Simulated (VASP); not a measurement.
# Ni (Fm-3m) in VASP: a series of runs

The runs below take Ni through single point, with PBE+U.

All numbers are computed with VASP 6.6.1; they aren't measurements. Logs are shortened: lines on timing, memory, paths and dates and some standing lists are left out, and cuts for length are marked.

### Step 1. The cell of the first run

The structure is cubic, space group Fm-3m (No. 225). Conventional cell: a = 3.540 Å, b = 3.540 Å, c = 3.540 Å, α = 90.00°, β = 90.00°, γ = 90.00°. Within 3.3 Å of Ni (site symmetry m-3m) lie 12 Ni at 2.50 Å.

### Step 2. Single point, PBE+U, collinear spin, ferromagnetic start

Contents of INCAR:

```
SYSTEM = Ni
ALGO = Normal ; EDIFF = 1E-6
ENCUT = 590 ; GGA = PE
GGA_COMPAT = .FALSE. ; ISIF = 2
ISMEAR = -1 ; ISPIN = 2
LASPH = .TRUE. ; LCHARG = .FALSE.
LDAU = .TRUE. ; LDAUJ = 0
LDAUL = 2 ; LDAUPRINT = 1
LDAUTYPE = 2 ; LDAUU = 6.2
LMAXMIX = 4 ; LORBIT = 11
LREAL = .FALSE. ; LWAVE = .FALSE.
MAGMOM = 0.2 ; NBANDS = 19
NELM = 200 ; PREC = Accurate
SIGMA = 0.05
```

Contents of KPOINTS:

```
k-points
0
G
  12 12 12
  0 0 0
```

Contents of POSCAR:

```
Ni
1.0
    0.0000000000      1.7698700000      1.7698700000
    1.7698700000      0.0000000000      1.7698700000
    1.7698700000      1.7698700000      0.0000000000
Ni
1
Direct
    0.0000000000      0.0000000000      0.0000000000
```

Potentials or basis: VASP PAW PBE potentials, release 64 (Ni_sv_GW).

On the command line:

```console
$ cat potpaw_PBE.64/Ni_sv_GW/POTCAR > POTCAR
$ mpirun -np 1 vasp_std > vasp.out
```

OUTCAR:

```text
SYSTEM = Ni
   EDIFF = 1E-6
   ENCUT = 590
   GGA = PE
   ISIF = 2
   ISMEAR = -1
   ISPIN = 2
   LASPH = .TRUE.
   LORBIT = 11
   LREAL = .FALSE.
   NELM = 200
   PREC = Accurate

 ion  position               nearest neighbor table
   1  0.000  0.000  0.000-

  LATTYP: Found a face centered cubic cell.
 ALAT       =     3.5397400000

  Lattice vectors:

 A1 = (   0.0000000000,   1.7698700000,   1.7698700000)
 A2 = (   1.7698700000,   0.0000000000,   1.7698700000)
 A3 = (   1.7698700000,   1.7698700000,   0.0000000000)

Analysis of symmetry for initial positions (statically):
=====================================================================
 Subroutine PRICEL returns:
 Original cell was already a primitive cell.

 Routine SETGRP: Setting up the symmetry group for a
 face centered cubic supercell.

 Subroutine GETGRP returns: Found 48 space group operations
 (whereof 48 operations were pure point group operations)
 out of a pool of 48 trial point group operations.

The static configuration has the point symmetry O_h .

Analysis of symmetry for dynamics (positions and initial velocities):
=====================================================================
 Subroutine PRICEL returns:
 Original cell was already a primitive cell.

 Routine SETGRP: Setting up the symmetry group for a
 face centered cubic supercell.

 Subroutine GETGRP returns: Found 48 space group operations
 (whereof 48 operations were pure point group operations)
 out of a pool of 48 trial point group operations.

The dynamic configuration has the point symmetry O_h .

Analysis of structural, dynamic, and magnetic symmetry:
=====================================================================
 Subroutine PRICEL returns:
 Original cell was already a primitive cell.

 Routine SETGRP: Setting up the symmetry group for a
 face centered cubic supercell.

 Subroutine GETGRP returns: Found 48 space group operations
 (whereof 48 operations were pure point group operations)
 out of a pool of 48 trial point group operations.

[... 156 lines left out ...]
 -0.0000  0.0000  0.0000  0.5436 -0.0000
 -0.0000 -0.0000 -0.0000 -0.0000  0.8728

 occupancies and eigenvectors

  o =  0.5436  v =  0.0000  0.0000  0.0000  0.0000  0.0000  1.0000  0.0000  0.0000  0.0000  0.0000      0.0000  0.0000  0.0000  0.0000  0.0000  0.0000  0.0000  0.0000  0.0000  0.0000
  o =  0.5436  v =  0.0000  0.0000  0.0000  0.0000  0.0000  0.0000  0.9927  0.0000  0.1207 -0.0000      0.0000  0.0000  0.0000  0.0000  0.0000  0.0000  0.0000  0.0000  0.0000  0.0000
  o =  0.5436  v =  0.0000  0.0000  0.0000  0.0000  0.0000  0.0000 -0.1207 -0.0000  0.9927 -0.0000      0.0000  0.0000  0.0000  0.0000  0.0000  0.0000  0.0000  0.0000  0.0000  0.0000
  o =  0.8728  v =  0.0000  0.0000  0.0000  0.0000  0.0000  0.0000 -0.0000  0.9999  0.0000  0.0159      0.0000  0.0000  0.0000  0.0000  0.0000  0.0000  0.0000  0.0000  0.0000  0.0000
  o =  0.8728  v =  0.0000  0.0000  0.0000  0.0000  0.0000  0.0000  0.0000 -0.0159  0.0000  0.9999      0.0000  0.0000  0.0000  0.0000  0.0000  0.0000  0.0000  0.0000  0.0000  0.0000
  o =  0.9007  v =  1.0000  0.0000  0.0000  0.0000  0.0000  0.0000  0.0000  0.0000  0.0000  0.0000      0.0000  0.0000  0.0000  0.0000  0.0000  0.0000  0.0000  0.0000  0.0000  0.0000
  o =  0.9007  v =  0.0000 -0.3578  0.0000 -0.9338  0.0000  0.0000  0.0000  0.0000  0.0000  0.0000      0.0000  0.0000  0.0000  0.0000  0.0000  0.0000  0.0000  0.0000  0.0000  0.0000
  o =  0.9007  v =  0.0000 -0.9338 -0.0000  0.3578 -0.0000  0.0000  0.0000  0.0000  0.0000  0.0000      0.0000  0.0000  0.0000  0.0000  0.0000  0.0000  0.0000  0.0000  0.0000  0.0000
  o =  0.9051  v =  0.0000  0.0000 -0.9355 -0.0000  0.3532  0.0000  0.0000  0.0000  0.0000  0.0000      0.0000  0.0000  0.0000  0.0000  0.0000  0.0000  0.0000  0.0000  0.0000  0.0000
  o =  0.9051  v =  0.0000  0.0000 -0.3532 -0.0000 -0.9355  0.0000  0.0000  0.0000  0.0000  0.0000      0.0000  0.0000  0.0000  0.0000  0.0000  0.0000  0.0000  0.0000  0.0000  0.0000

 number of electron      17.9999988 magnetization       0.9894045

 Free energy of the ion-electron system (eV)
  ---------------------------------------------------
  ext. energy  EPLUGINS =         0.00000000
  ---------------------------------------------------
  free energy    TOTEN  =        -1.70684286 eV

  energy without entropy =       -1.69928014  energy(sigma->0) =       -1.70306150

 E-fermi :   7.8152     XC(G=0): -13.6845

 val. band max:        7.7896681881   @ k =   0.4167   0.2500   0.0833
 cond. band min:       7.8268859779   @ k =  -0.2500   0.2500   0.0833
 fundamental gap:      0.0372177898
 Fermi energy:         7.8152306155

 spin component 1

 k-point     1 :       0.0000    0.0000    0.0000
  band No.  band energies     occupation
      1     -95.6067      1.00000
      2     -55.8984      1.00000
      3     -55.8984      1.00000
      4     -55.8984      1.00000
      5      -1.2614      1.00000
      6       3.0946      1.00000
[... 1049 lines left out ...]
     18      48.9502      0.00000
     19      49.8767      0.00000

 [... further k-points ...]

------------------------ aborting loop because EDIFF is reached ----------------------------------------

  FORCE on cell =-STRESS in cart. coord.  units (eV):
  Direction    XX          YY          ZZ          XY          YZ          ZX
  --------------------------------------------------------------------------------------
  -------------------------------------------------------------------------------------
  Total       -0.0568056     -0.0568056     -0.0568056      0.0000000      0.0000000      0.0000000
  in kB       -8.2081928     -8.2081928     -8.2081928      0.0000000      0.0000000      0.0000000
  external PRESSURE =      -8.2081928 kB  Pullay stress =       0.0000000 kB

 VOLUME and BASIS-vectors are now :
 -----------------------------------------------------------------------------
  energy-cutoff  :      590.00
  volume of cell :       11.09
      direct lattice vectors                 reciprocal lattice vectors
     0.000000000  1.769870000  1.769870000    -0.282506625  0.282506625  0.282506625
     1.769870000  0.000000000  1.769870000     0.282506625 -0.282506625  0.282506625
     1.769870000  1.769870000  0.000000000     0.282506625  0.282506625 -0.282506625

 POSITION                                       TOTAL-FORCE (eV/Angst)
 -----------------------------------------------------------------------------------
      0.00000      0.00000      0.00000         0.000000     -0.000000     -0.000000
 -----------------------------------------------------------------------------------
    total drift:                                0.000000      0.000000      0.000000

  FREE ENERGIE OF THE ION-ELECTRON SYSTEM (eV)
  ---------------------------------------------------
  free  energy   TOTEN  =        -1.7068428644 eV

  energy  without entropy=       -1.6992801377  energy(sigma->0) =       -1.70306150

 total charge

# of ion       s       p       d       f       tot
--------------------------------------------------
    1        2.241   6.287   7.859   0.004  16.390

 magnetization (x)

# of ion       s       p       d       f       tot
--------------------------------------------------
    1       -0.004  -0.035   1.135  -0.000   1.097
```

OSZICAR:

```text
N       E                     dE             d eps       ncg     rms          rms(c)
DAV:   1     0.177034115663E+03    0.17703E+03   -0.92894E+03  7841   0.347E+03
DAV:   2     0.437173781906E+01   -0.17266E+03   -0.16239E+03  8437   0.791E+02
DAV:   3    -0.238438664202E+01   -0.67561E+01   -0.66960E+01  8658   0.197E+02
DAV:   4    -0.246570486081E+01   -0.81318E-01   -0.81292E-01  8655   0.122E+01
DAV:   5    -0.246688774496E+01   -0.11829E-02   -0.11828E-02  8113   0.111E+00    0.102E+01
DAV:   6    -0.210603937443E+01    0.36085E+00   -0.46356E+00  6344   0.198E+02    0.652E+00
DAV:   7    -0.161077451306E+01    0.49526E+00   -0.16360E+00  6356   0.102E+02    0.290E+00
DAV:   8    -0.167063298238E+01   -0.59858E-01   -0.10901E-01  9609   0.357E+01    0.141E+00
DAV:   9    -0.168873689374E+01   -0.18104E-01   -0.13018E-02  9560   0.912E+00    0.949E-01
DAV:  10    -0.170196239046E+01   -0.13225E-01   -0.74681E-03  9079   0.921E+00    0.560E-01
DAV:  11    -0.170423027726E+01   -0.22679E-02   -0.79753E-04  9222   0.253E+00    0.342E-01
DAV:  12    -0.170657277948E+01   -0.23425E-02   -0.59966E-04  9047   0.249E+00    0.940E-02
DAV:  13    -0.170681627599E+01   -0.24350E-03   -0.17532E-04  9469   0.134E+00    0.222E-02
DAV:  14    -0.170683365131E+01   -0.17375E-04   -0.56183E-06  8168   0.921E-02    0.221E-02
DAV:  15    -0.170684226217E+01   -0.86109E-05   -0.32920E-06  7502   0.189E-01    0.266E-03
DAV:  16    -0.170684286439E+01   -0.60222E-06   -0.18340E-06  3959   0.246E-02
   1 F= -.17068429E+01 E0= -.17030615E+01  d E =-.756273E-02  mag=     0.9892
```

stdout:

```text
POSCAR found type information on POSCAR Ni
 POSCAR found :  1 types and       1 ions
 scaLAPACK will be used
 LDA part: xc-table for (Slater+PW92), standard interpolation
 POSCAR, INCAR and KPOINTS ok, starting setup
 FFT: planning ... GRIDC
 FFT: planning ... GRID_SOFT
 FFT: planning ... GRID
 WAVECAR not read
 entering main loop
```

It took 57 s on 1 thread of Intel Xeon Platinum 8259CL at 2.50GHz (Skylake/Cascade Lake), shared host; peak memory 0.16 GiB.

Results:

* Free energy: -1.7068 eV
* Pressure: -0.8 GPa
* Net moment: 0.99 μB per cell
* Site moments: Ni +1.10 μB
* Valence electrons inside the program's atomic spheres: Ni 16.39

Eigenvalues of the final occupation matrices:
```
    site  spin  trace               eigenvalues
site 1 d     1   4.51  0.90 0.90 0.90 0.91 0.91
site 1 d     2   3.38  0.54 0.54 0.54 0.87 0.87
```

Caveat: the U is typed as a test and isn't derived for this compound. The state reached can hang on the start; a lower one may exist.

### Step 3. Single point, PBE+U, collinear spin, ferromagnetic start

Contents of INCAR:

```
ALGO = Normal
EDIFF = 1E-6
ENCUT = 590
GGA = PE
GGA_COMPAT = F
ISIF = 2
ISMEAR = -1
ISPIN = 2
LASPH = T
LCHARG = T
LDAU = T
LDAUJ = 0
LDAUL = 2
LDAUPRINT = 1
LDAUTYPE = 2
LDAUU = 6.2
LELF = T
LMAXMIX = 4
LORBIT = 11
LREAL = F
LVHAR = T
LWAVE = F
MAGMOM = 0.51
NBANDS = 19
NELM = 200
NUPDOWN = 0.51
PREC = Accurate
SIGMA = 0.05
```

Contents of KPOINTS:

```
k-points
0
Gamma
  12 12 12
```

POSCAR is that of step 2.

Potentials or basis: VASP PAW PBE potentials, release 64 (Ni_sv_GW).

On the command line:

```console
$ cat potpaw_PBE.64/Ni_sv_GW/POTCAR > POTCAR
$ mpirun -np 1 vasp_std > vasp.out
```

It took 25 s on 1 thread of Intel Xeon 6975P-C (Granite Rapids), shared host; peak memory 0.16 GiB.

Results (log left out):

```
Free energy                                           : -1.5506 eV
Pressure                                              : -7.3 GPa
Net moment                                            : 0.51 μB per cell
Site moments                                          : Ni +0.65 μB
Valence electrons inside the program's atomic spheres : Ni 16.43
```

Eigenvalues of the final occupation matrices:
```tsv
site	spin	trace	eigenvalues
site 1 d	1	4.35	0.87 0.87 0.87 0.87 0.87
site 1 d	2	3.63	0.63 0.63 0.63 0.87 0.87
```

Caveat: the total moment is fixed, so each spin has its own Fermi level; the U is typed as a test and isn't derived for this compound. The state reached can hang on the start; a lower one may exist.

### Step 4. Single point, PBE+U, collinear spin, ferromagnetic start

Contents of INCAR:

```
SYSTEM = Ni
ALGO = Normal
EDIFF = 1E-6
ENCUT = 590
GGA = PE
GGA_COMPAT = .False.
ISIF = 2
ISMEAR = -1
ISPIN = 2
LASPH = .True.
LCHARG = .False.
LDAU = .True.
LDAUJ = 0
LDAUL = 2
LDAUPRINT = 1
LDAUTYPE = 2
LDAUU = 6.2
LMAXMIX = 4
LORBIT = 11
LREAL = .False.
LWAVE = .False.
MAGMOM = 0.26
NBANDS = 19
NELM = 200
NUPDOWN = 0.26
PREC = Accurate
SIGMA = 0.05
```

Contents of KPOINTS:

```
k-points
0
Gamma
  12 12 12
  0 0 0
```

POSCAR is that of step 3.

Potentials or basis: VASP PAW PBE potentials, release 64 (Ni_sv_GW).

On the command line:

```console
$ cat potpaw_PBE.64/Ni_sv_GW/POTCAR > POTCAR
$ mpirun -np 1 vasp_std > vasp.out
```

OUTCAR:

```text
SYSTEM = Ni
   EDIFF = 1E-6
   ENCUT = 590
   GGA = PE
   ISIF = 2
   ISMEAR = -1
   ISPIN = 2
   LASPH = .True.
   LORBIT = 11
   LREAL = .False.
   NELM = 200
   NUPDOWN = 0.26
   PREC = Accurate

 ion  position               nearest neighbor table
   1  0.000  0.000  0.000-

  LATTYP: Found a face centered cubic cell.
 ALAT       =     3.5397400000

  Lattice vectors:

 A1 = (   0.0000000000,   1.7698700000,   1.7698700000)
 A2 = (   1.7698700000,   0.0000000000,   1.7698700000)
 A3 = (   1.7698700000,   1.7698700000,   0.0000000000)

Analysis of symmetry for initial positions (statically):
=====================================================================
 Subroutine PRICEL returns:
 Original cell was already a primitive cell.

 Routine SETGRP: Setting up the symmetry group for a
 face centered cubic supercell.

 Subroutine GETGRP returns: Found 48 space group operations
 (whereof 48 operations were pure point group operations)
 out of a pool of 48 trial point group operations.

The static configuration has the point symmetry O_h .

Analysis of symmetry for dynamics (positions and initial velocities):
[... 211 lines left out ...]
 fundamental gap:     -1.0717814350
 Fermi energy:         6.2045971065

 spin component 1

 k-point     1 :       0.0000    0.0000    0.0000
  band No.  band energies     occupation
      1     -94.6629      1.00000
      2     -54.9830      1.00000
      3     -54.9830      1.00000
      4     -54.9830      1.00000
      5      -1.2134      1.00000
      6       4.2595      1.00000
[... 1049 lines left out ...]
     18      48.8263      0.00000
     19      49.7883      0.00000

 [... further k-points ...]

------------------------ aborting loop because EDIFF is reached ----------------------------------------

  FORCE on cell =-STRESS in cart. coord.  units (eV):
  Direction    XX          YY          ZZ          XY          YZ          ZX
  --------------------------------------------------------------------------------------
  -------------------------------------------------------------------------------------
  Total       -0.7527575     -0.7527575     -0.7527575     -0.0000000     -0.0000000     -0.0000000
  in kB     -108.7706108   -108.7706108   -108.7706108     -0.0000000     -0.0000000     -0.0000000
  external PRESSURE =    -108.7706108 kB  Pullay stress =       0.0000000 kB

 VOLUME and BASIS-vectors are now :
 -----------------------------------------------------------------------------
  energy-cutoff  :      590.00
  volume of cell :       11.09
      direct lattice vectors                 reciprocal lattice vectors
     0.000000000  1.769870000  1.769870000    -0.282506625  0.282506625  0.282506625
     1.769870000  0.000000000  1.769870000     0.282506625 -0.282506625  0.282506625
     1.769870000  1.769870000  0.000000000     0.282506625  0.282506625 -0.282506625

 POSITION                                       TOTAL-FORCE (eV/Angst)
 -----------------------------------------------------------------------------------
      0.00000      0.00000      0.00000         0.000000      0.000000      0.000000
 -----------------------------------------------------------------------------------
    total drift:                               -0.000000      0.000000     -0.000000

  FREE ENERGIE OF THE ION-ELECTRON SYSTEM (eV)
  ---------------------------------------------------
  free  energy   TOTEN  =        -1.3919930924 eV

  energy  without entropy=       -1.3723860367  energy(sigma->0) =       -1.38218956

 total charge

# of ion       s       p       d       f       tot
--------------------------------------------------
    1        2.219   6.245   7.962   0.004  16.430

 magnetization (x)

# of ion       s       p       d       f       tot
--------------------------------------------------
    1       -0.012  -0.035   0.394  -0.000   0.346
```

OSZICAR:

```text
N       E                     dE             d eps       ncg     rms          rms(c)
DAV:   1     0.177195945476E+03    0.17720E+03   -0.92883E+03  7841   0.347E+03
DAV:   2     0.437558585441E+01   -0.17282E+03   -0.16244E+03  8429   0.790E+02
[... 13 lines left out ...]
DAV:  64    -0.139201052568E+01   -0.82987E-05   -0.22576E-06  4638   0.405E-02    0.285E-02
DAV:  65    -0.139197112402E+01    0.39402E-04   -0.12778E-06  4545   0.156E-01    0.275E-02
DAV:  66    -0.139193593813E+01    0.35186E-04   -0.10862E-06  4418   0.147E-01    0.267E-02
DAV:  67    -0.139197713853E+01   -0.41200E-04   -0.11594E-06  4460   0.160E-01    0.277E-02
DAV:  68    -0.139199217336E+01   -0.15035E-04   -0.25166E-07  2877   0.648E-02    0.281E-02
DAV:  69    -0.139199309236E+01   -0.91899E-06   -0.72693E-07  3172   0.116E-02
   1 F= -.13919931E+01 E0= -.13821896E+01  d E =-.196071E-01  mag=     0.2600
```

stdout:

```text
POSCAR found type information on POSCAR Ni
 POSCAR found :  1 types and       1 ions
 scaLAPACK will be used
 LDA part: xc-table for (Slater+PW92), standard interpolation
 POSCAR, INCAR and KPOINTS ok, starting setup
 FFT: planning ... GRIDC
 FFT: planning ... GRID_SOFT
 FFT: planning ... GRID
 WAVECAR not read
 entering main loop
```

It took 2.7 min on 1 thread of Intel Xeon Platinum 8375C at 2.90GHz (Ice Lake), shared host; peak memory 0.17 GiB.

What came out:

| Property | Result |
| --- | --- |
| Free energy | -1.3920 eV |
| Pressure | -10.9 GPa |
| Net moment | 0.26 μB per cell |
| Site moments | Ni +0.35 μB |
| Valence electrons inside the program's atomic spheres | Ni 16.43 |

Eigenvalues of the final occupation matrices:
| site | spin | trace | eigenvalues |
| --- | --- | --- | --- |
| site 1 d | 1 | 4.19 | 0.84 0.84 0.84 0.84 0.84 |
| site 1 d | 2 | 3.80 | 0.69 0.69 0.69 0.87 0.87 |

Caveat: the total moment is fixed, so each spin has its own Fermi level; the U is typed as a test and isn't derived for this compound. The state reached can hang on the start; a lower one may exist.

### Step 5. Summary

```csv
fixed moment (μB),pressure (GPa),moment (μB)
-,-0.8,0.99
0.51,-7.3,0.51
0.26,-10.9,0.26
```

Alike in all rows: task single point; level PBE+U; potentials or basis VASP PAW PBE potentials, release 64 (Ni_sv_GW); spin collinear, ferromagnetic start; Ni d U = 6.2 eV; cell as given; k mesh 12 × 12 × 12; cutoff (eV) 590; smearing fermi-dirac 0.05 eV.

Caveats: the U is typed as a test and isn't derived for this compound; the total moment is fixed, so each spin has its own Fermi level (some runs).

Absolute energies hang on the potentials; compare differences alone.
